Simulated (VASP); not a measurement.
# HfN (Fm-3m) in VASP: further runs

Runs on HfN. Level: LDA. Tasks: single point.

Everything below comes from runs of VASP 6.6.1. Logs are shortened: lines on timing, memory, paths and dates and some standing lists are left out, and cuts for length are marked.

## Step 1: The cell of the first run

The structure is cubic, space group Fm-3m (No. 225). Conventional cell: a = 4.552 Å, b = 4.552 Å, c = 4.552 Å, α = 90.00°, β = 90.00°, γ = 90.00°. Hf (site symmetry m-3m) has 6 N at 2.28 Å within 3.0 Å. Within 3.0 Å of N (site symmetry m-3m) lie 6 Hf at 2.28 Å.

## Step 2: Single point, LDA

Input file INCAR:

```
SYSTEM = HfN
  ALGO = Normal
  EDIFF = 1E-7
  ENCUT = 520
  GGA = CA
  ISIF = 2
  ISMEAR = -1
  LASPH = .TRUE.
  LCHARG = .FALSE.
  LREAL = .FALSE.
  LWAVE = .FALSE.
  NBANDS = 14
  NELM = 100
  PREC = Accurate
  SIGMA = 0.05
```

Input file KPOINTS:

```
k-points
0
G
  11 11 11
  0 0 0
```

Input file POSCAR:

```
HfN
1.0
    0.0000000000      2.2758776762      2.2758776762
    2.2758776762      0.0000000000      2.2758776762
    2.2758776762      2.2758776762      0.0000000000
Hf N
1 1
Direct
    0.0000000000      0.0000000000      0.0000000000
    0.5000000000      0.5000000000      0.5000000000
```

Potentials or basis: VASP PAW LDA potentials, release 64 (Hf_pv, N).

Started as:

```
cat potpaw_LDA.64/Hf_pv/POTCAR potpaw_LDA.64/N/POTCAR > POTCAR
mpirun -np 1 vasp_std > vasp.out
```

OUTCAR:

```text
SYSTEM = HfN
   EDIFF = 1E-7
   ENCUT = 520
   GGA = CA
   ISIF = 2
   ISMEAR = -1
   LASPH = .TRUE.
   LREAL = .FALSE.
   NELM = 100
   PREC = Accurate

 ion  position               nearest neighbor table
   1  0.000  0.000  0.000-   2 2.28   2 2.28   2 2.28   2 2.28   2 2.28   2 2.28
   2  0.500  0.500  0.500-   1 2.28   1 2.28   1 2.28   1 2.28   1 2.28   1 2.28

  LATTYP: Found a face centered cubic cell.
 ALAT       =     4.5517553524

  Lattice vectors:

 A1 = (   0.0000000000,   2.2758776762,   2.2758776762)
 A2 = (   2.2758776762,   0.0000000000,   2.2758776762)
 A3 = (   2.2758776762,   2.2758776762,   0.0000000000)

Analysis of symmetry for initial positions (statically):
=====================================================================
 Subroutine PRICEL returns:
 Original cell was already a primitive cell.

 Routine SETGRP: Setting up the symmetry group for a
 face centered cubic supercell.

 Subroutine GETGRP returns: Found 48 space group operations
 (whereof 48 operations were pure point group operations)
 out of a pool of 48 trial point group operations.

The static configuration has the point symmetry O_h .

Analysis of symmetry for dynamics (positions and initial velocities):
=====================================================================
 Subroutine PRICEL returns:
 Original cell was already a primitive cell.

 Routine SETGRP: Setting up the symmetry group for a
 face centered cubic supercell.

 Subroutine GETGRP returns: Found 48 space group operations
 (whereof 48 operations were pure point group operations)
 out of a pool of 48 trial point group operations.

The dynamic configuration has the point symmetry O_h .

 Subroutine INISYM returns: Found 48 space group operations
 (whereof 48 operations are pure point group operations),
 and found     1 'primitive' translations

----------------------------------------------------------------------------------------

                                     Primitive cell

  volume of cell :      23.5764

  direct lattice vectors                    reciprocal lattice vectors
     0.000000000  2.275877676  2.275877676    -0.219695463  0.219695463  0.219695463
     2.275877676  0.000000000  2.275877676     0.219695463 -0.219695463  0.219695463
     2.275877676  2.275877676  0.000000000     0.219695463  0.219695463 -0.219695463

  length of vectors
     3.218577076  3.218577076  3.218577076     0.380523704  0.380523704  0.380523704

  position of ions in fractional coordinates (direct lattice)
     0.000000000  0.000000000  0.000000000
     0.500000000  0.500000000  0.500000000

  ion indices of the primitive-cell ions
   primitive index   ion index
                 1           1
                 2           2

----------------------------------------------------------------------------------------

 KPOINTS: k-points

Automatic generation of k-mesh.
 Grid dimensions read from file:
 generate k-points for:   11   11   11

 Generating k-lattice:

  Cartesian coordinates                     Fractional coordinates (reciprocal lattice)
    -0.019972315  0.019972315  0.019972315     0.090909091  0.000000000  0.000000000
     0.019972315 -0.019972315  0.019972315     0.000000000  0.090909091  0.000000000
     0.019972315  0.019972315 -0.019972315     0.000000000  0.000000000  0.090909091

  Length of vectors
     0.034593064  0.034593064  0.034593064

  Shift w.r.t. Gamma in fractional coordinates (k-lattice)
     0.000000000  0.000000000  0.000000000

 Subroutine IBZKPT returns following result:
 ===========================================

 Found     56 irreducible k-points:

 Following reciprocal coordinates:
            Coordinates               Weight
  0.000000  0.000000  0.000000      1.000000
  0.090909  0.000000  0.000000      8.000000
  0.181818  0.000000  0.000000      8.000000
  0.272727  0.000000  0.000000      8.000000
  0.363636  0.000000  0.000000      8.000000
  0.454545  0.000000  0.000000      8.000000
[... 16 lines left out ...]
 -0.272727  0.181818  0.000000     24.000000
 -0.181818  0.181818  0.000000     12.000000
 [... further k-points ...]
   k-points           NKPTS =     56   k-points in BZ     NKDIM =     56   number of bands    NBANDS=     14
   number of dos      NEDOS =    301   number of ions     NIONS =      2
   total plane-waves  NPLWV =  13824
   dimension x,y,z NGX =    24 NGY =   24 NGZ =   24
   dimension x,y,z NGXF=    48 NGYF=   48 NGZF=   48
   ions per type =               1   1
   NGX,Y,Z   is equivalent  to a cutoff of  12.40, 12.40, 12.40 a.u.
   NGXF,Y,Z  is equivalent  to a cutoff of  24.79, 24.79, 24.79 a.u.
 SYSTEM =  HfN
   PREC   = accura    normal or accurate (medium, high low for compatibility)
   ISTART =      0    job   : 0-new  1-cont  2-samecut
   ICHARG =      2    charge: 1-file 2-atom 10-const
   ISPIN  =      1    spin polarized calculation?
   LNONCOLLINEAR =      F non collinear calculations
   LSORBIT =      F    spin-orbit coupling
   LASPH  =      T    aspherical Exc in radial PAW
   ENCUT  =  520.0 eV  38.22 Ry    6.18 a.u.   5.98  5.98  5.98*2*pi/ulx,y,z
   NELM   =    100;   NELMIN=  2; NELMDL= -5     # of ELM steps
   EDIFF  = 0.1E-06   stopping-criterion for ELM
   LREAL  =      F    real-space projection
   EDIFFG = 0.1E-05   stopping-criterion for IOM
   NSW    =      0    number of steps for IOM
   IBRION =     -1    ionic relax: 0-MD 1-quasi-New 2-CG
   NFREE  =      0    steps in history (QN), initial steepest desc. (CG)
   ISIF   =      2    stress and relaxation
   ISYM   =      2    0-nonsym 1-usesym 2-fastsym
   POTIM  = 0.5000    time-step for ionic-motion
   TEBEG  =    0.0;   TEEND  =   0.0 temperature during run
   PSTRESS=    0.0 pullay stress
   NELECT =      15.0000    total number of electrons
   NUPDOWN=      -1.0000    fix difference up-down
   EMIN   =  10.00;   EMAX   =-10.00  energy-range for DOS
   EFERMI =   0.00;   METHOD = LEGACY
   ISMEAR =    -1;   SIGMA  =   0.05  broadening in eV -4-tet -1-fermi 0-gaus
   EFERMI_NEDOS =   21; number of points for ismear=-14 and -15
   IALGO  =     38    algorithm
   IMIX   =      4    mixing-type and parameters
     AMIX     =   0.40;   BMIX     =  1.00
     AMIX_MAG =   1.60;   BMIX_MAG =  1.00
  volume/ion in A,a.u.               =      11.79        79.55
  Fermi-wavevector in a.u.,A,eV,Ry     =   1.408034  2.660798 26.974346  1.982558
  Thomas-Fermi vector in A             =   2.530232
   LORBIT       =      0    0 simple, 1 ext, 2 COOP (PROOUT), +10 PAW based schemes
   GGA     = CA    functional components
   LHFCALC =     F    Hartree Fock is set to
   AEXX    =    0.0000 exact exchange contribution
   IVDW    =     0    specifies the selected vdW correction
   LEPSILON=     F    determine dielectric tensor
   LRPA    =     F    only Hartree local field effects (RPA)
 non-spin polarized calculation
  energy-cutoff  :      520.00
  volume of cell :       23.58
 maximum number of plane-waves:       647
   NGX = 11   NGY = 11   NGZ = 11

 number of electron      14.9999999 magnetization

 Free energy of the ion-electron system (eV)
  ---------------------------------------------------
  ext. energy  EPLUGINS =         0.00000000
  ---------------------------------------------------
  free energy    TOTEN  =       -23.79530153 eV

  energy without entropy =      -23.78867101  energy(sigma->0) =      -23.79198627

 E-fermi :   7.9287     XC(G=0): -12.8652

 val. band max:        7.9275593433   @ k =   0.4545   0.1818   0.0000
 cond. band min:       7.9637726921   @ k =  -0.0909   0.0909   0.0000
 fundamental gap:      0.0362133489
 Fermi energy:         7.9287043898

 k-point     1 :       0.0000    0.0000    0.0000
  band No.  band energies     occupation
      1     -23.0328      2.00000
      2     -23.0328      2.00000
      3     -23.0328      2.00000
      4      -9.1080      2.00000
      5       5.0691      2.00000
      6       5.0691      2.00000
      7       5.0691      2.00000
      8       7.6111      1.99652
      9       7.6111      1.99652
     10       7.6111      1.99652
     11       9.7658      0.00000
     12       9.8430      0.00000
     13       9.8430      0.00000
     14      17.5908      0.00000

 k-point     2 :       0.0909    0.0000    0.0000
  band No.  band energies     occupation
      1     -23.1110      2.00000
      2     -23.0395      2.00000
      3     -23.0395      2.00000
      4      -8.9234      2.00000
      5       4.2918      2.00000
      6       4.6096      2.00000
      7       4.6096      2.00000
      8       7.8166      1.80789
      9       7.8786      1.46295
     10       7.8786      1.46295
     11      10.3434      0.00000
     12      10.4534      0.00000
     13      10.4534      0.00000
     14      18.2069      0.00000

 k-point     3 :       0.1818    0.0000    0.0000
  band No.  band energies     occupation
      1     -23.3143      2.00000
      2     -23.0573      2.00000
      3     -23.0573      2.00000
      4      -8.4159      2.00000
      5       2.8193      2.00000
      6       3.7262      2.00000
      7       3.7262      2.00000
      8       8.1487      0.02425
      9       8.5494      0.00001
     10       8.5494      0.00001
     11      11.6014      0.00000
     12      11.8724      0.00000
     13      11.8724      0.00000
     14      19.2300      0.00000

 k-point     4 :       0.2727    0.0000    0.0000
  band No.  band energies     occupation
      1     -23.5676      2.00000
      2     -23.0805      2.00000
      3     -23.0805      2.00000
      4      -7.7097      2.00000
      5       1.3388      2.00000
      6       2.8999      2.00000
      7       2.8999      2.00000
      8       8.7169      0.00000
      9       9.5159      0.00000
     10       9.5159      0.00000
     11      12.8234      0.00000
     12      13.5602      0.00000
     13      13.5602      0.00000
     14      19.2253      0.00000

 k-point     5 :       0.3636    0.0000    0.0000
  band No.  band energies     occupation
      1     -23.7891      2.00000
      2     -23.1016      2.00000
      3     -23.1016      2.00000
      4      -6.9851      2.00000
      5       0.1161      2.00000
      6       2.3004      2.00000
      7       2.3004      2.00000
      8       9.6514      0.00000
      9      10.6056      0.00000
     10      10.6056      0.00000
     11      13.3274      0.00000
[... 276 lines left out ...]
 k-point    22 :      -0.3636    0.1818    0.0000
  band No.  band energies     occupation
      1     -23.7923      2.00000
      2     -23.3083      2.00000
      3     -23.1358      2.00000
      4      -6.8485      2.00000
      5       0.1128      2.00000
      6       2.1905      2.00000
      7       2.4650      2.00000
      8      10.0485      0.00000
      9      10.7121      0.00000
     10      10.8366      0.00000
     11      13.4770      0.00000
     12      16.1934      0.00000
     13      16.5446      0.00000
     14      18.8502      0.00000

 k-point    23 :      -0.2727    0.1818    0.0000
  band No.  band energies     occupation
      1     -23.6806      2.00000
      2     -23.2890      2.00000
      3     -23.0981      2.00000
      4      -7.1461      2.00000
      5       0.4749      2.00000
      6       2.2703      2.00000
      7       2.8564      2.00000
      8       9.3509      0.00000
      9       9.8130      0.00000
     10      11.4088      0.00000
     11      12.1843      0.00000
     12      15.0753      0.00000
     13      16.1473      0.00000
     14      19.1964      0.00000

 k-point    24 :      -0.1818    0.1818    0.0000
  band No.  band energies     occupation
      1     -23.5390      2.00000
      2     -23.2208      2.00000
      3     -23.0666      2.00000
      4      -7.6176      2.00000
      5       1.1702      2.00000
      6       2.5932      2.00000
      7       3.3210      2.00000
      8       8.8257      0.00000
      9       8.9905      0.00000
     10      10.9421      0.00000
     11      11.1208      0.00000
     12      14.0423      0.00000
     13      14.9363      0.00000
     14      19.2244      0.00000

 [... further k-points ...]
[... 5 lines left out ...]
  --------------------------------------------------------------------------------------
  -------------------------------------------------------------------------------------
  Total       -2.3693487     -2.3693487     -2.3693487      0.0000000      0.0000000     -0.0000000
  in kB     -161.0136982   -161.0136982   -161.0136982      0.0000000      0.0000000     -0.0000000
  external PRESSURE =    -161.0136982 kB  Pullay stress =       0.0000000 kB

 VOLUME and BASIS-vectors are now :
 -----------------------------------------------------------------------------
  energy-cutoff  :      520.00
  volume of cell :       23.58
      direct lattice vectors                 reciprocal lattice vectors
     0.000000000  2.275877676  2.275877676    -0.219695463  0.219695463  0.219695463
     2.275877676  0.000000000  2.275877676     0.219695463 -0.219695463  0.219695463
     2.275877676  2.275877676  0.000000000     0.219695463  0.219695463 -0.219695463

 POSITION                                       TOTAL-FORCE (eV/Angst)
 -----------------------------------------------------------------------------------
      0.00000      0.00000      0.00000        -0.000000     -0.000000      0.000000
      2.27588      2.27588      2.27588         0.000000      0.000000      0.000000
 -----------------------------------------------------------------------------------
    total drift:                                0.000000     -0.000000     -0.000000

  FREE ENERGIE OF THE ION-ELECTRON SYSTEM (eV)
  ---------------------------------------------------
  free  energy   TOTEN  =       -23.7953015295 eV

  energy  without entropy=      -23.7886710106  energy(sigma->0) =      -23.79198627
```

It took 5.3 s on 1 thread of Intel Xeon 6975P-C (Granite Rapids), shared host; peak memory 0.14 GiB.

Results:

| Item | Value |
| --- | --- |
| Free energy | -23.7953 eV |
| Pressure | -16.1 GPa |

Levels at points of the mesh, in eV from the Fermi level:
| k point | band 6 | band 7 | band 8 | band 9 | band 10 | band 11 |
| --- | --- | --- | --- | --- | --- | --- |
| (0.00, 0.00, 0.00) | -2.86 | -2.86 | -0.32 | -0.32 | -0.32 | 1.84 |

Caveat: spin-orbit coupling is left out, which moves the levels of the heavy elements.

(Part 1 of 2 ends here.)
